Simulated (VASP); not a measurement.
# BaTiO3 (Pm-3m) in VASP: further runs

The runs below take BaTiO3 through electric field gradients, with LDA.

Everything below comes from runs of VASP 6.6.1. Logs are shortened: lines on timing, memory, paths and dates and some standing lists are left out, and cuts for length are marked.

### Step 1. The cell of the first run

The structure is cubic, space group Pm-3m (No. 221). Conventional cell: a = 4.060 Å, b = 4.060 Å, c = 4.060 Å, α = 90.00°, β = 90.00°, γ = 90.00°. Within 3.8 Å of Ba (site symmetry m-3m) lie 12 O at 2.87 Å and 8 Ti at 3.52 Å. Within 2.7 Å of Ti (site symmetry m-3m) lie 6 O at 2.03 Å. Within 2.7 Å of O (site symmetry 4/mmm) lie 2 Ti at 2.03 Å.

### Step 2. Electric field gradients, LDA (volume scaled by 1.04)

Contents of INCAR:

```
SYSTEM = BaTiO3
  PREC = Accurate
  ENCUT = 520
  EDIFF = 1E-8
  ISMEAR = -1
  SIGMA = 0.05
  LREAL = .FALSE.
  LASPH = .TRUE.
  NELM = 60
  ALGO = Normal
  ISIF = 2
  LWAVE = .FALSE.
  LCHARG = .FALSE.
  LEFG = .TRUE.
  NBANDS = 28
```

Contents of KPOINTS:

```
regular mesh
0
G
  8 8 8
  0 0 0
```

Contents of POSCAR:

```
BaTiO3
1.0
    4.0600336789      0.0000000000      0.0000000000
    0.0000000000      4.0600336789      0.0000000000
    0.0000000000      0.0000000000      4.0600336789
Ba Ti O
1 1 3
Direct
    0.5000000000      0.5000000000      0.5000000000
    0.0000000000      0.0000000000      0.0000000000
    0.5000000000      0.0000000000      0.0000000000
    0.0000000000      0.5000000000      0.0000000000
    0.0000000000      0.0000000000      0.5000000000
```

Potentials or basis: VASP PAW LDA potentials, release 64 (Ba_sv, Ti_sv, O).

Command:

```console
$ cat potpaw_LDA.64/Ba_sv/POTCAR potpaw_LDA.64/Ti_sv/POTCAR potpaw_LDA.64/O/POTCAR > POTCAR
$ mpirun -np 1 vasp_std > vasp.out
```

OUTCAR:

```text
SYSTEM = BaTiO3
   PREC = Accurate
   ENCUT = 520
   EDIFF = 1E-8
   ISMEAR = -1
   LREAL = .FALSE.
   LASPH = .TRUE.
   NELM = 60
   ISIF = 2

 ion  position               nearest neighbor table
   1  0.500  0.500  0.500-   3 2.87   4 2.87   5 2.87   3 2.87   4 2.87   3 2.87   5 2.87   3 2.87
                             4 2.87   5 2.87   4 2.87   5 2.87   2 3.52   2 3.52   2 3.52   2 3.52
   2  0.000  0.000  0.000-   3 2.03   4 2.03   5 2.03   5 2.03   4 2.03   3 2.03   1 3.52   1 3.52
                             1 3.52   1 3.52   1 3.52   1 3.52   1 3.52   1 3.52
   3  0.500  0.000  0.000-   2 2.03   2 2.03   1 2.87   1 2.87   1 2.87   1 2.87
   4  0.000  0.500  0.000-   2 2.03   2 2.03   1 2.87   1 2.87   1 2.87   1 2.87
   5  0.000  0.000  0.500-   2 2.03   2 2.03   1 2.87   1 2.87   1 2.87   1 2.87

  LATTYP: Found a simple cubic cell.
 ALAT       =     4.0600336789

  Lattice vectors:

 A1 = (   4.0600336789,   0.0000000000,   0.0000000000)
 A2 = (   0.0000000000,   4.0600336789,   0.0000000000)
 A3 = (   0.0000000000,   0.0000000000,   4.0600336789)

Analysis of symmetry for initial positions (statically):
=====================================================================
 Subroutine PRICEL returns:
 Original cell was already a primitive cell.

 Routine SETGRP: Setting up the symmetry group for a
 simple cubic supercell.

 Subroutine GETGRP returns: Found 48 space group operations
 (whereof 48 operations were pure point group operations)
 out of a pool of 48 trial point group operations.

The static configuration has the point symmetry O_h .

Analysis of symmetry for dynamics (positions and initial velocities):
=====================================================================
 Subroutine PRICEL returns:
 Original cell was already a primitive cell.

 Routine SETGRP: Setting up the symmetry group for a
 simple cubic supercell.

 Subroutine GETGRP returns: Found 48 space group operations
 (whereof 48 operations were pure point group operations)
 out of a pool of 48 trial point group operations.

The dynamic configuration has the point symmetry O_h .

 Subroutine INISYM returns: Found 48 space group operations
 (whereof 48 operations are pure point group operations),
 and found     1 'primitive' translations

----------------------------------------------------------------------------------------

                                     Primitive cell

  volume of cell :      66.9251

  direct lattice vectors                    reciprocal lattice vectors
     4.060033679  0.000000000  0.000000000     0.246303376  0.000000000  0.000000000
     0.000000000  4.060033679  0.000000000     0.000000000  0.246303376  0.000000000
     0.000000000  0.000000000  4.060033679     0.000000000  0.000000000  0.246303376

  length of vectors
     4.060033679  4.060033679  4.060033679     0.246303376  0.246303376  0.246303376

  position of ions in fractional coordinates (direct lattice)
     0.500000000  0.500000000  0.500000000
     0.000000000  0.000000000  0.000000000
     0.500000000  0.000000000  0.000000000
     0.000000000  0.500000000  0.000000000
     0.000000000  0.000000000  0.500000000

  ion indices of the primitive-cell ions
   primitive index   ion index
                 1           1
                 2           2
                 3           3
                 4           4
                 5           5

----------------------------------------------------------------------------------------

 KPOINTS: regular mesh

Automatic generation of k-mesh.
 Grid dimensions read from file:
 generate k-points for:    8    8    8

 Generating k-lattice:
[... 44 lines left out ...]
   k-points           NKPTS =     35   k-points in BZ     NKDIM =     35   number of bands    NBANDS=     28
   number of dos      NEDOS =    301   number of ions     NIONS =      5
   total plane-waves  NPLWV =  27000
   dimension x,y,z NGX =    30 NGY =   30 NGZ =   30
   dimension x,y,z NGXF=    60 NGYF=   60 NGZF=   60
   ions per type =               1   1   3
   NGX,Y,Z   is equivalent  to a cutoff of  12.28, 12.28, 12.28 a.u.
   NGXF,Y,Z  is equivalent  to a cutoff of  24.57, 24.57, 24.57 a.u.
 SYSTEM =  BaTiO3
   PREC   = accura    normal or accurate (medium, high low for compatibility)
   ISTART =      0    job   : 0-new  1-cont  2-samecut
   ICHARG =      2    charge: 1-file 2-atom 10-const
   ISPIN  =      1    spin polarized calculation?
   LNONCOLLINEAR =      F non collinear calculations
   LSORBIT =      F    spin-orbit coupling
   LASPH  =      T    aspherical Exc in radial PAW
   ENCUT  =  520.0 eV  38.22 Ry    6.18 a.u.   7.55  7.55  7.55*2*pi/ulx,y,z
   NELM   =     60;   NELMIN=  2; NELMDL= -5     # of ELM steps
   EDIFF  = 0.1E-07   stopping-criterion for ELM
   LREAL  =      F    real-space projection
   EDIFFG = 0.1E-06   stopping-criterion for IOM
   NSW    =      0    number of steps for IOM
   IBRION =     -1    ionic relax: 0-MD 1-quasi-New 2-CG
   NFREE  =      0    steps in history (QN), initial steepest desc. (CG)
   ISIF   =      2    stress and relaxation
   ISYM   =      2    0-nonsym 1-usesym 2-fastsym
   POTIM  = 0.5000    time-step for ionic-motion
   TEBEG  =    0.0;   TEEND  =   0.0 temperature during run
   PSTRESS=    0.0 pullay stress
   NELECT =      40.0000    total number of electrons
   NUPDOWN=      -1.0000    fix difference up-down
   EMIN   =  10.00;   EMAX   =-10.00  energy-range for DOS
   EFERMI =   0.00;   METHOD = LEGACY
   ISMEAR =    -1;   SIGMA  =   0.05  broadening in eV -4-tet -1-fermi 0-gaus
   EFERMI_NEDOS =   21; number of points for ismear=-14 and -15
   IALGO  =     38    algorithm
   IMIX   =      4    mixing-type and parameters
     AMIX     =   0.40;   BMIX     =  1.00
     AMIX_MAG =   1.60;   BMIX_MAG =  1.00
  volume/ion in A,a.u.               =      13.39        90.33
  Fermi-wavevector in a.u.,A,eV,Ry     =   1.379003  2.605938 25.873507  1.901649
  Thomas-Fermi vector in A             =   2.504012
   LORBIT       =      0    0 simple, 1 ext, 2 COOP (PROOUT), +10 PAW based schemes
   GGA     = CA    functional components
   LHFCALC =     F    Hartree Fock is set to
   AEXX    =    0.0000 exact exchange contribution
   IVDW    =     0    specifies the selected vdW correction
   LEPSILON=     F    determine dielectric tensor
   LRPA    =     F    only Hartree local field effects (RPA)
 non-spin polarized calculation
  energy-cutoff  :      520.00
  volume of cell :       66.93
 maximum number of plane-waves:      1856
   NGX = 15   NGY = 15   NGZ = 15

 number of electron      39.9999981 magnetization

 Free energy of the ion-electron system (eV)
  ---------------------------------------------------
  ext. energy  EPLUGINS =         0.00000000
  ---------------------------------------------------
  free energy    TOTEN  =       -43.93095231 eV

  energy without entropy =      -43.93095230  energy(sigma->0) =      -43.93095230

 E-fermi :   3.9968     XC(G=0): -11.5198

 val. band max:        3.1925123245   @ k =   0.5000   0.5000   0.5000
 cond. band min:       4.7695247306   @ k =   0.0000   0.0000   0.0000
 fundamental gap:      1.5770124061
 Fermi energy:         3.9967772369

 k-point     1 :       0.0000    0.0000    0.0000
  band No.  band energies     occupation
      1     -52.8664      2.00000
      2     -29.4576      2.00000
      3     -29.4576      2.00000
      4     -29.4576      2.00000
      5     -21.5628      2.00000
      6     -13.2871      2.00000
[... 733 lines left out ...]
     27      11.0824      0.00000
     28      11.8727      0.00000

 [... further k-points ...]
[... 5 lines left out ...]
  --------------------------------------------------------------------------------------
  -------------------------------------------------------------------------------------
  Total       -5.4800968     -5.4800968     -5.4800968      0.0000000     -0.0000000      0.0000000
  in kB     -131.1927717   -131.1927717   -131.1927717      0.0000000     -0.0000000      0.0000000
  external PRESSURE =    -131.1927717 kB  Pullay stress =       0.0000000 kB

 VOLUME and BASIS-vectors are now :
 -----------------------------------------------------------------------------
  energy-cutoff  :      520.00
  volume of cell :       66.93
      direct lattice vectors                 reciprocal lattice vectors
     4.060033679  0.000000000  0.000000000     0.246303376  0.000000000  0.000000000
     0.000000000  4.060033679  0.000000000     0.000000000  0.246303376  0.000000000
     0.000000000  0.000000000  4.060033679     0.000000000  0.000000000  0.246303376

 POSITION                                       TOTAL-FORCE (eV/Angst)
 -----------------------------------------------------------------------------------
      2.03002      2.03002      2.03002         0.000000      0.000000      0.000000
      0.00000      0.00000      0.00000         0.000000      0.000000      0.000000
      2.03002      0.00000      0.00000         0.000000      0.000000      0.000000
      0.00000      2.03002      0.00000         0.000000      0.000000      0.000000
      0.00000      0.00000      2.03002         0.000000      0.000000      0.000000
 -----------------------------------------------------------------------------------
    total drift:                                0.000000     -0.000000      0.000000

  FREE ENERGIE OF THE ION-ELECTRON SYSTEM (eV)
  ---------------------------------------------------
  free  energy   TOTEN  =       -43.9309523101 eV

  energy  without entropy=      -43.9309522979  energy(sigma->0) =      -43.93095230

 Electric field gradients (V/A^2)
---------------------------------------------------------------------
 ion       V_xx      V_yy      V_zz      V_xy      V_xz      V_yz
---------------------------------------------------------------------
   1       0.000    -0.000    -0.000     0.000    -0.000     0.000
   2       0.000     0.000     0.000     0.000    -0.000    -0.000
   3      25.082   -12.541   -12.541    -0.000     0.000     0.000
   4     -12.541    25.082   -12.541    -0.000     0.000     0.000
   5     -12.541   -12.541    25.082     0.000     0.000     0.000
---------------------------------------------------------------------

 Electric field gradients after diagonalization (V/A^2)
 (convention: |V_zz| > |V_xx| > |V_yy|)
----------------------------------------------------------------------
 ion       V_xx      V_yy      V_zz     asymmetry (V_yy - V_xx)/ V_zz
----------------------------------------------------------------------
   1      -0.000     0.000    -0.000      -0.098
   2       0.000     0.000     0.000      -0.210
   3     -12.541   -12.541    25.082       0.000
   4     -12.541   -12.541    25.082       0.000
   5     -12.541   -12.541    25.082       0.000
----------------------------------------------------------------------

           NMR quadrupolar parameters

 Cq : quadrupolar parameter    Cq=e*Q*V_zz/h
 eta: asymmetry parameters     (V_yy - V_xx)/ V_zz
 Q  : nuclear electric quadrupole moment in mb (millibarn)
----------------------------------------------------------------------
 ion       Cq(MHz)       eta       Q (mb)
----------------------------------------------------------------------
   1      -0.000      -0.098       1.000
   2       0.000      -0.210       1.000
   3       0.061       0.000       1.000
   4       0.061       0.000       1.000
   5       0.061       0.000       1.000
----------------------------------------------------------------------
```

It took 85 s on 1 thread of Intel Xeon Platinum 8488C (Sapphire Rapids), shared host; peak memory 0.19 GiB.

What came out:

```yaml
Free_energy: -43.9310 eV
Pressure: -13.1 GPa
Band_gap_on_the_k_mesh: 1.58 eV, indirect (least direct gap 1.76 eV)
```

Electric field gradients, principal values (V/Å²):
| atom | least | middle | greatest (by size) |
| --- | --- | --- | --- |
| 1 Ba | 0.000 | 0.000 | 0.000 |
| 2 Ti | 0.000 | 0.000 | 0.000 |
| 3 O | -12.541 | -12.541 | 25.082 |
| 4 O | -12.541 | -12.541 | 25.082 |
| 5 O | -12.541 | -12.541 | 25.082 |

Caveat: without QUAD_EFG the Cq values of the log hold for a quadrupole moment of 1 mb, not for the nuclei; spin-orbit coupling is left out, which moves the levels of the heavy elements.

(Continued in part 2 of 2.)
